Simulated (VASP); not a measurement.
WC, 32 atoms in the cell. It takes space group P-6m2 (No. 187, hexagonal). The conventional cell has a = 2.922 Å, b = 2.922 Å, c = 2.846 Å, α = 90.00°, β = 90.00°, γ = 120.00°. Within 3.0 Å of W (site symmetry -6m2) lie 6 C at 2.21 Å and 8 W at 2.85 to 2.92 Å. C (site symmetry -6m2) has 6 W at 2.21 Å and 8 C at 2.85 to 2.92 Å within 3.0 Å. 

```yaml
Program: VASP 6.6.1
Task: single point
Functional: PBE
Potentials_or_basis: VASP PAW PBE potentials, release 64 (W_sv, C)
Cutoff: 600 eV
k_mesh: 1 × 1 × 1
Occupations: methfessel-paxton, width 0.1 eV
Spin: no spin polarisation
Dipole_correction: no
Further_INCAR_settings: LREAL = Auto; ALGO = Normal; EDIFF = 1e-06; NBANDS = 166
```

Potentials or basis: VASP PAW PBE potentials, release 64 (W_sv, C).

Command:

```sh
$ cat potpaw_PBE.64/W_sv/POTCAR potpaw_PBE.64/C/POTCAR > POTCAR
$ mpirun -np 1 vasp_gam > vasp.out
```

Hardware: 1 thread of AMD EPYC 7R43 64-Core Processor (Zen 3) (shared host).

**Question.** How long does it take, and how much memory?

**Answer.** Run time: 3.2 min on 1 thread of AMD EPYC 7R43 64-Core Processor (Zen 3) (shared host), peak memory 0.46 GiB. Counts: scf iterations 14, k points 1.
